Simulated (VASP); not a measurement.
# C (Fd-3m) in VASP: a series of runs

The runs below take C through single point, relaxation of cell and atoms, with PBE.

Everything below comes from runs of VASP 6.6.1. Logs are shortened: lines on timing, memory, paths and dates and some standing lists are left out, and cuts for length are marked.

## Step 1: The cell of the first run

It takes space group Fd-3m (No. 227, cubic). Conventional cell: a = 3.571 Å, b = 3.571 Å, c = 3.571 Å, α = 90.00°, β = 90.00°, γ = 90.00°. C (site symmetry -43m) has 4 C at 1.55 Å within 2.1 Å.

## Step 2: Single point, PBE

INCAR

```
SYSTEM = C
ALGO = Normal
EDIFF = 1E-6
ENCUT = 520
GGA = PE
ISIF = 2
ISMEAR = 0
LASPH = .True.
LCHARG = .True.
LELF = .True.
LREAL = .False.
LVHAR = .True.
LWAVE = .False.
NBANDS = 11
NELM = 100
PREC = Accurate
SIGMA = 0.01
```

KPOINTS

```
k-points
0
Gamma
  12 12 12
  0 0 0
```

POSCAR

```
C
1.0
    0.0000000000      1.7857313644      1.7857313644
    1.7857313644      0.0000000000      1.7857313644
    1.7857313644      1.7857313644      0.0000000000
C
2
Direct
    0.0000000000      0.0000000000      0.0000000000
    0.2500000000      0.2500000000      0.2500000000
```

Potentials or basis: VASP PAW PBE potentials, release 64 (C).

Started as:

```console
> cat potpaw_PBE.64/C/POTCAR > POTCAR
> mpirun -np 1 vasp_std > vasp.out
```

OUTCAR:

```text
SYSTEM = C
   EDIFF = 1E-6
   ENCUT = 520
   GGA = PE
   ISIF = 2
   ISMEAR = 0
   LASPH = .True.
   LREAL = .False.
   NELM = 100
   PREC = Accurate

 ion  position               nearest neighbor table
   1  0.000  0.000  0.000-   2 1.55   2 1.55   2 1.55   2 1.55
   2  0.250  0.250  0.250-   1 1.55   1 1.55   1 1.55   1 1.55

  LATTYP: Found a face centered cubic cell.
 ALAT       =     3.5714627288

  Lattice vectors:

 A1 = (   0.0000000000,   1.7857313644,   1.7857313644)
 A2 = (   1.7857313644,   0.0000000000,   1.7857313644)
 A3 = (   1.7857313644,   1.7857313644,   0.0000000000)

Analysis of symmetry for initial positions (statically):
=====================================================================
 Subroutine PRICEL returns:
 Original cell was already a primitive cell.

 Routine SETGRP: Setting up the symmetry group for a
 face centered cubic supercell.

 Subroutine GETGRP returns: Found 48 space group operations
 (whereof 24 operations were pure point group operations)
 out of a pool of 48 trial point group operations.

The static configuration has the point symmetry T_d .
 The point group associated with its full space group is O_h .

Analysis of symmetry for dynamics (positions and initial velocities):
=====================================================================
 Subroutine PRICEL returns:
 Original cell was already a primitive cell.

 Routine SETGRP: Setting up the symmetry group for a
 face centered cubic supercell.

 Subroutine GETGRP returns: Found 48 space group operations
 (whereof 24 operations were pure point group operations)
 out of a pool of 48 trial point group operations.

The dynamic configuration has the point symmetry T_d .
 The point group associated with its full space group is O_h .

 Subroutine INISYM returns: Found 48 space group operations
 (whereof 24 operations are pure point group operations),
 and found     1 'primitive' translations

----------------------------------------------------------------------------------------

                                     Primitive cell

  volume of cell :      11.3888

  direct lattice vectors                    reciprocal lattice vectors
     0.000000000  1.785731364  1.785731364    -0.279997322  0.279997322  0.279997322
     1.785731364  0.000000000  1.785731364     0.279997322 -0.279997322  0.279997322
     1.785731364  1.785731364  0.000000000     0.279997322  0.279997322 -0.279997322

  length of vectors
     2.525405514  2.525405514  2.525405514     0.484969588  0.484969588  0.484969588

  position of ions in fractional coordinates (direct lattice)
     0.000000000  0.000000000  0.000000000
     0.250000000  0.250000000  0.250000000

  ion indices of the primitive-cell ions
   primitive index   ion index
                 1           1
                 2           2

----------------------------------------------------------------------------------------

 KPOINTS: k-points

Automatic generation of k-mesh.
 Grid dimensions read from file:
 generate k-points for:   12   12   12

 Generating k-lattice:

  Cartesian coordinates                     Fractional coordinates (reciprocal lattice)
    -0.023333110  0.023333110  0.023333110     0.083333333  0.000000000  0.000000000
     0.023333110 -0.023333110  0.023333110     0.000000000  0.083333333  0.000000000
     0.023333110  0.023333110 -0.023333110     0.000000000  0.000000000  0.083333333

  Length of vectors
     0.040414132  0.040414132  0.040414132

  Shift w.r.t. Gamma in fractional coordinates (k-lattice)
     0.000000000  0.000000000  0.000000000

 Subroutine IBZKPT returns following result:
 ===========================================

 Found     72 irreducible k-points:

 Following reciprocal coordinates:
            Coordinates               Weight
  0.000000  0.000000  0.000000      1.000000
  0.083333  0.000000  0.000000      8.000000
  0.166667  0.000000  0.000000      8.000000
  0.250000  0.000000  0.000000      8.000000
  0.333333  0.000000  0.000000      8.000000
  0.416667  0.000000  0.000000      8.000000
[... 16 lines left out ...]
  0.500000  0.166667  0.000000     24.000000
 -0.416667  0.166667  0.000000     24.000000
 [... further k-points ...]
   k-points           NKPTS =     72   k-points in BZ     NKDIM =     72   number of bands    NBANDS=     11
   number of dos      NEDOS =    301   number of ions     NIONS =      2
   total plane-waves  NPLWV =   8000
   dimension x,y,z NGX =    20 NGY =   20 NGZ =   20
   dimension x,y,z NGXF=    40 NGYF=   40 NGZF=   40
   ions per type =               2
   NGX,Y,Z   is equivalent  to a cutoff of  13.17, 13.17, 13.17 a.u.
   NGXF,Y,Z  is equivalent  to a cutoff of  26.33, 26.33, 26.33 a.u.
 SYSTEM =  C
   PREC   = accura    normal or accurate (medium, high low for compatibility)
   ISTART =      0    job   : 0-new  1-cont  2-samecut
   ICHARG =      2    charge: 1-file 2-atom 10-const
   ISPIN  =      1    spin polarized calculation?
   LNONCOLLINEAR =      F non collinear calculations
   LSORBIT =      F    spin-orbit coupling
   LASPH  =      T    aspherical Exc in radial PAW
   ENCUT  =  520.0 eV  38.22 Ry    6.18 a.u.   4.70  4.70  4.70*2*pi/ulx,y,z
   NELM   =    100;   NELMIN=  2; NELMDL= -5     # of ELM steps
   EDIFF  = 0.1E-05   stopping-criterion for ELM
   LREAL  =      F    real-space projection
   EDIFFG = 0.1E-04   stopping-criterion for IOM
   NSW    =      0    number of steps for IOM
   IBRION =     -1    ionic relax: 0-MD 1-quasi-New 2-CG
   NFREE  =      0    steps in history (QN), initial steepest desc. (CG)
   ISIF   =      2    stress and relaxation
   ISYM   =      2    0-nonsym 1-usesym 2-fastsym
   POTIM  = 0.5000    time-step for ionic-motion
   TEBEG  =    0.0;   TEEND  =   0.0 temperature during run
   PSTRESS=    0.0 pullay stress
   NELECT =       8.0000    total number of electrons
   NUPDOWN=      -1.0000    fix difference up-down
   EMIN   =  10.00;   EMAX   =-10.00  energy-range for DOS
   EFERMI =   0.00;   METHOD = LEGACY
   ISMEAR =     0;   SIGMA  =   0.01  broadening in eV -4-tet -1-fermi 0-gaus
   EFERMI_NEDOS =   21; number of points for ismear=-14 and -15
   IALGO  =     38    algorithm
   IMIX   =      4    mixing-type and parameters
     AMIX     =   0.40;   BMIX     =  1.00
     AMIX_MAG =   1.60;   BMIX_MAG =  1.00
  volume/ion in A,a.u.               =       5.69        38.43
  Fermi-wavevector in a.u.,A,eV,Ry     =   1.455276  2.750073 28.814803  2.117828
  Thomas-Fermi vector in A             =   2.572329
   LORBIT       =      0    0 simple, 1 ext, 2 COOP (PROOUT), +10 PAW based schemes
   GGA     = PE    functional components
   LHFCALC =     F    Hartree Fock is set to
   AEXX    =    0.0000 exact exchange contribution
   IVDW    =     0    specifies the selected vdW correction
   LEPSILON=     F    determine dielectric tensor
   LRPA    =     F    only Hartree local field effects (RPA)
 non-spin polarized calculation
 Gauss-broadening in eV      SIGMA  =   0.01
  energy-cutoff  :      520.00
  volume of cell :       11.39
 maximum number of plane-waves:       331
   NGX =  9   NGY =  9   NGZ =  9

 number of electron       7.9999999 magnetization

 Free energy of the ion-electron system (eV)
  ---------------------------------------------------
  ext. energy  EPLUGINS =         0.00000000
  ---------------------------------------------------
  free energy    TOTEN  =       -18.18576114 eV

  energy without entropy =      -18.18576114  energy(sigma->0) =      -18.18576114

 E-fermi :   9.7762     XC(G=0): -13.2310

 val. band max:        9.6725647879   @ k =   0.0000   0.0000   0.0000
 cond. band min:      13.8166981507   @ k =   0.3333   0.3333   0.0000
 fundamental gap:      4.1441333628
 Fermi energy:         9.7761544396

 k-point     1 :       0.0000    0.0000    0.0000
  band No.  band energies     occupation
      1     -11.7513      2.00000
      2       9.6726      2.00000
      3       9.6726      2.00000
      4       9.6726      2.00000
      5      15.2517      0.00000
      6      15.2517      0.00000
      7      15.2517      0.00000
      8      22.9137      0.00000
      9      28.9158      0.00000
     10      36.1636      0.00000
     11      36.1636      0.00000

 k-point     2 :       0.0833    0.0000    0.0000
  band No.  band energies     occupation
      1     -11.5595      2.00000
      2       8.4505      2.00000
      3       9.3516      2.00000
      4       9.3516      2.00000
      5      15.6727      0.00000
      6      15.6727      0.00000
      7      15.9619      0.00000
      8      23.0819      0.00000
      9      29.2358      0.00000
     10      34.0456      0.00000
     11      34.0456      0.00000

 k-point     3 :       0.1667    0.0000    0.0000
  band No.  band energies     occupation
      1     -10.9864      2.00000
      2       5.9275      2.00000
      3       8.6538      2.00000
      4       8.6538      2.00000
      5      16.5884      0.00000
      6      16.5884      0.00000
      7      17.0409      0.00000
      8      23.5657      0.00000
      9      29.9051      0.00000
     10      32.4542      0.00000
     11      32.4542      0.00000

 k-point     4 :       0.2500    0.0000    0.0000
  band No.  band energies     occupation
      1     -10.0405      2.00000
      2       3.1004      2.00000
      3       7.9338      2.00000
      4       7.9338      2.00000
      5      17.4432      0.00000
      6      17.4432      0.00000
      7      17.7813      0.00000
      8      24.2449      0.00000
      9      30.3332      0.00000
     10      32.0372      0.00000
     11      32.0372      0.00000

 k-point     5 :       0.3333    0.0000    0.0000
  band No.  band energies     occupation
      1      -8.7436      2.00000
      2       0.3296      2.00000
      3       7.3622      2.00000
      4       7.3622      2.00000
      5      17.9308      0.00000
      6      17.9308      0.00000
      7      18.1966      0.00000
      8      24.8740      0.00000
      9      30.5672      0.00000
     10      32.8623      0.00000
     11      32.8623      0.00000
[... 211 lines left out ...]
 k-point    21 :       0.3333    0.1667    0.0000
  band No.  band energies     occupation
      1      -8.9798      2.00000
      2       2.4706      2.00000
      3       5.8535      2.00000
      4       6.2560      2.00000
      5      15.6728      0.00000
      6      20.4136      0.00000
      7      20.4988      0.00000
      8      21.4219      0.00000
      9      30.5171      0.00000
     10      31.3099      0.00000
     11      36.6618      0.00000

 k-point    22 :       0.4167    0.1667    0.0000
  band No.  band energies     occupation
      1      -7.5911      2.00000
      2      -0.0734      2.00000
      3       5.4146      2.00000
      4       5.6355      2.00000
      5      16.3341      0.00000
      6      20.6343      0.00000
      7      20.7370      0.00000
      8      22.3273      0.00000
      9      30.6985      0.00000
     10      32.0589      0.00000
     11      37.0234      0.00000

 k-point    23 :       0.5000    0.1667    0.0000
  band No.  band energies     occupation
      1      -6.0166      2.00000
      2      -2.3035      2.00000
      3       4.6998      2.00000
      4       5.7221      2.00000
      5      16.7557      0.00000
      6      20.3661      0.00000
      7      20.8492      0.00000
      8      23.9207      0.00000
      9      29.7674      0.00000
     10      33.4191      0.00000
     11      36.2103      0.00000

 k-point    24 :      -0.4167    0.1667    0.0000
  band No.  band energies     occupation
      1      -5.5901      2.00000
      2      -2.8159      2.00000
      3       4.2154      2.00000
      4       6.0988      2.00000
      5      17.1916      0.00000
      6      19.8782      0.00000
      7      20.8270      0.00000
      8      25.0670      0.00000
      9      29.0764      0.00000
     10      33.8164      0.00000
     11      34.1729      0.00000

 [... further k-points ...]
[... 5 lines left out ...]
  --------------------------------------------------------------------------------------
  -------------------------------------------------------------------------------------
  Total        0.0503391      0.0503391      0.0503391     -0.0000000     -0.0000000      0.0000000
  in kB        7.0817060      7.0817060      7.0817060     -0.0000000     -0.0000000      0.0000000
  external PRESSURE =       7.0817060 kB  Pullay stress =       0.0000000 kB

 VOLUME and BASIS-vectors are now :
 -----------------------------------------------------------------------------
  energy-cutoff  :      520.00
  volume of cell :       11.39
      direct lattice vectors                 reciprocal lattice vectors
     0.000000000  1.785731364  1.785731364    -0.279997322  0.279997322  0.279997322
     1.785731364  0.000000000  1.785731364     0.279997322 -0.279997322  0.279997322
     1.785731364  1.785731364  0.000000000     0.279997322  0.279997322 -0.279997322

 POSITION                                       TOTAL-FORCE (eV/Angst)
 -----------------------------------------------------------------------------------
      0.00000      0.00000      0.00000         0.000000      0.000000      0.000000
      0.89287      0.89287      0.89287        -0.000000     -0.000000     -0.000000
 -----------------------------------------------------------------------------------
    total drift:                                0.000000      0.000000      0.000000

  FREE ENERGIE OF THE ION-ELECTRON SYSTEM (eV)
  ---------------------------------------------------
  free  energy   TOTEN  =       -18.1857611447 eV

  energy  without entropy=      -18.1857611447  energy(sigma->0) =      -18.18576114
```

It took 7.2 s on 1 thread of Intel Xeon 6975P-C, shared host; peak memory 0.12 GiB.

What came out:

| Property | Result |
| --- | --- |
| Free energy | -18.1858 eV |
| Pressure | 0.7 GPa |
| Band gap on the k mesh | 4.14 eV, indirect (least direct gap 5.58 eV) |

A k mesh can miss the band edges. A hybrid or GW would open this gap; PBE tends to underestimate it.

## Step 3: Relaxation of cell and atoms, PBE

This run uses another cell than the first one, of 5.67 Å³/atom, 0.996 times its volume.

INCAR

```
  PREC = Accurate
  ENCUT = 600
  EDIFF = 1E-6
  ISMEAR = 0
  SIGMA = 0.01
  LREAL = False
  LASPH = True
  NELM = 60
  ALGO = Normal
  ISIF = 3
  LWAVE = False
  LCHARG = False
  GGA = PE
  IBRION = 2
  NSW = 80
  EDIFFG = -0.01
```

KPOINTS

```
Automatic mesh
0
Gamma
  12 12 12
```

POSCAR

```
C
1.0
    0.0000000000      1.7833700000      1.7833700000
    1.7833700000      0.0000000000      1.7833700000
    1.7833700000      1.7833700000      0.0000000000
C
2
Direct
    0.0000000000      0.0000000000      0.0000000000
    0.2500000000      0.2500000000      0.2500000000
```

Potentials or basis: VASP PAW PBE potentials, release 64 (C).

Started as:

```console
> cat potpaw_PBE.64/C/POTCAR > POTCAR
> mpirun -np 1 vasp_std > vasp.out
```

It took 9.4 s on 1 thread of Intel Xeon 6975P-C, shared host; peak memory 0.12 GiB.

Results (log left out):

| Quantity | Value |
| --- | --- |
| Free energy | -18.1903 eV |
| Relaxed volume | 5.70 Å³/atom |
| Relaxed cell | a = 2.526 Å, b = 2.526 Å, c = 2.526 Å, α = 60.00°, β = 60.00°, γ = 60.00° |
| Space group after relaxing (to 0.05 Å) | Fd-3m (No. 227) |
| Energy gained by relaxing | 0.1 meV/atom |
| Ionic steps | 3 |
| Pressure after relaxing | 0.0 GPa |
| Band gap on the k mesh | 4.14 eV, indirect (least direct gap 5.58 eV) |

The path:
| step | energy change (eV) | largest force (eV/Å) | pressure (GPa) | volume (Å³) |
| --- | --- | --- | --- | --- |
| 1 | 0.0000 | 0.0000 | 1.78 | 11.34 |
| 2 | 0.0001 | 0.0000 | -2.16 | 11.45 |
| 3 | -0.0003 | 0.0000 | 0.00 | 11.39 |

Final structure:
```
C
1.0
     0.00000    1.78580    1.78580
     1.78580    0.00000    1.78580
     1.78580    1.78580    0.00000
C
2
Cartesian
  0.0000 0.0000 0.0000
  0.8929 0.8929 0.8929
```

Levels at points of the mesh, in eV from the valence-band top:
| k point | band 2 | band 3 | band 4 | band 5 | band 6 | band 7 |
| --- | --- | --- | --- | --- | --- | --- |
| (0.00, 0.00, 0.00) | 0.00 | 0.00 | 0.00 | 5.58 | 5.58 | 5.58 |
| (0.50, 0.00, 0.00) | -13.33 | -2.79 | -2.79 | 8.44 | 8.44 | 8.79 |
| (0.50, 0.50, 0.00) | -12.74 | -6.27 | -6.27 | 4.75 | 4.75 | 16.74 |

A k mesh can miss the band edges. PBE usually gives volumes a little too large and moduli too small.
